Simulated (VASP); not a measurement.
A run of VASP 6.6.1 is set up as follows.

File INCAR:

```
  PREC = Accurate
  ENCUT = 500
  EDIFF = 1E-7
  ISMEAR = -1
  SIGMA = 0.1
  LREAL = F
  LASPH = T
  NELM = 120
  ALGO = Normal
  ISIF = 3
  LWAVE = F
  LCHARG = F
  GGA = RP
  IBRION = 2
  NSW = 80
  EDIFFG = -0.01
  GGA_COMPAT = F
  NELMIN = 4
```

File KPOINTS:

```
Automatic mesh
0
Gamma
  4 4 4
```

POSCAR

```
SnTe3
1.0
    0.0000000000      3.8612200000      3.8612200000
    3.8612200000      0.0000000000      3.8612200000
    3.8612200000      3.8612200000      0.0000000000
Sn Te
1 3
Direct
    0.0000000000      0.0000000000      0.0000000000
    0.2500000000      0.2500000000      0.2500000000
    0.7500000000      0.7500000000      0.7500000000
    0.5000000000      0.5000000000      0.5000000000
```

Potentials or basis: VASP PAW PBE potentials, release 64 (Sn_d, Te).

Command:

```console
$ cat potpaw_PBE.64/Sn_d/POTCAR potpaw_PBE.64/Te/POTCAR > POTCAR
$ mpirun -np 1 vasp_std > vasp.out
```

Question: What does it give for the space group after relaxing (to 0.05 Å)?

Answer: Fm-3m (No. 225).

Question: What does it give for the relaxed cell?

Answer: a = 5.527 Å, b = 5.527 Å, c = 5.527 Å, α = 60.00°, β = 60.00°, γ = 60.00°.

The path:
```tsv
step	energy change (eV)	largest force (eV/Å)	pressure (GPa)	volume (Å³)
1	0.0000	0.0000	1.76	115.13
2	-0.0214	0.0000	-0.39	120.50
3	-0.0228	0.0000	0.01	119.41
```

Caveat: the PAW data sets were made with another functional, which shifts forces and pressure a little.
